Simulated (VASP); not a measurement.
## ZnCd2Se2S: single point with PBE

ZnCd2Se2S:

```xyz
6
Lattice="4.4528 0.0000 0.0000 -2.2264 3.8562 0.0000 0.0000 0.0000 7.3977" Properties=species:S:1:pos:R:3 pbc="T T T"
Zn    0.0000    0.0000    3.6989
Cd    2.2264    1.2854    4.8772
Cd    0.0000    2.5708    2.5205
Se    2.2264    1.2854    1.9778
Se    0.0000    2.5708    5.4199
S     0.0000    0.0000    0.0000
```

The cell was built from a structure type or drawn by symmetry, and may not be a known phase.

```json
{
  "Program": "VASP 6.6.1",
  "Task": "single point",
  "Functional": "PBE",
  "Potentials or basis": "VASP PAW PBE potentials, release 64 (Zn, Cd, Se, S)",
  "Cutoff": "520 eV",
  "k mesh": "6 × 6 × 4",
  "Occupations": "gaussian, width 0.1 eV",
  "Spin": "no spin polarisation",
  "Dipole correction": "no",
  "Further INCAR settings": "ALGO = Normal; EDIFF = 1e-06; NBANDS = 36"
}
```

```
Pressure               : 7.6 GPa
Largest force          : 1.378 eV/Å
Band gap on the k mesh : zero (bands 27 and 28 overlap by 0.76 eV)
```

Forces on the atoms (eV/Å):
```
Zn   0.000  0.000  0.000
Cd   0.000  0.000  0.844
Cd   0.000  0.000 -0.844
Se   0.000  0.000 -1.378
Se   0.000  0.000  1.378
S    0.000  0.000  0.000
```

Stress tensor (GPa, compression positive):
```
9.30 0.00 0.00
0.00 9.30 0.00
0.00 0.00 4.23
```

Levels at points of the mesh, in eV from the Fermi level:
| k point | band 24 | band 25 | band 26 | band 27 | band 28 | band 29 | band 30 | band 31 |
| --- | --- | --- | --- | --- | --- | --- | --- | --- |
| (0.00, 0.00, 0.00) | -1.89 | -1.12 | -0.58 | -0.29 | -0.29 | 0.86 | 2.20 | 2.20 |
| (0.50, 0.00, 0.00) | -2.01 | -1.47 | -1.17 | -0.41 | 0.20 | 2.59 | 2.80 | 3.53 |
| (0.00, 0.00, 0.50) | -1.73 | -1.64 | -0.68 | -0.50 | -0.50 | 1.33 | 1.98 | 1.98 |
| (0.50, 0.00, 0.50) | -2.70 | -1.72 | -0.68 | 0.02 | 0.44 | 1.56 | 2.54 | 3.24 |

Run time: 70 s on 1 thread of Intel(R) Xeon(R) 6975P-C (Granite Rapids) (shared host), peak memory 0.32 GiB.

Caveat: the cell stands under pressure; semilocal functionals underestimate gaps, so a narrow gap can read as zero; forces of over 1 eV/Å act on the atoms, so gaps and moduli don't describe the material at rest.
